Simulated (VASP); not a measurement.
A run of VASP 6.6.1 is set up as follows.

POSCAR

```
Hg
1.0
    2.9929193543      0.0000000000      0.5030855633
    0.0000000000      5.4873307328      0.0000000000
   -1.0450055993      0.0000000000      2.8492810843
Hg
2
Direct
    0.7498951508      0.2500000000      0.7503337863
    0.2501048492      0.7500000000      0.2496662137
```

INCAR.step1

```
PREC = Accurate ; ENCUT = 520
ISMEAR = -1 ; SIGMA = 0.02
LREAL = F ; LASPH = T
NELM = 60 ; NBANDS = 19
GGA = PE ; ALGO = Normal
EDIFF = 1E-4 ; LWAVE = T
LCHARG = F
```

INCAR.step2

```
PREC = Accurate ; ENCUT = 520
EDIFF = 1E-7 ; ISMEAR = -1
SIGMA = 0.02 ; LREAL = F
LASPH = T ; NELM = 60
ALGO = Normal ; ISIF = 2
LWAVE = F ; LCHARG = F
METAGGA = R2SCAN ; LMIXTAU = T
NBANDS = 19 ; ISTART = 1
```

The input KPOINTS:

```
Automatic mesh
0
Gamma
  6 4 6
```

Potentials or basis: VASP PAW PBE potentials, release 64 (Hg).

The run is started by

```bash
$ cat potpaw_PBE.64/Hg/POTCAR > POTCAR
$ cp INCAR.step1 INCAR
$ mpirun -np 1 vasp_std > vasp.out
$ cp INCAR.step2 INCAR
$ mpirun -np 1 vasp_std > vasp.out
```

Problem. Predict the pressure.

Solution. 2.1 GPa.

Problem. What does it give for the band gap on the k mesh?

Solution. Zero (bands 12 and 13 overlap by 2.51 eV).

Stress tensor (GPa, compression positive):
```
2.01 0.00 0.45
0.00 1.82 0.00
0.45 0.00 2.52
```

Caveat: the PAW data sets were made with another functional, which shifts forces and pressure a little; spin-orbit coupling is left out, which moves the levels of the heavy elements.
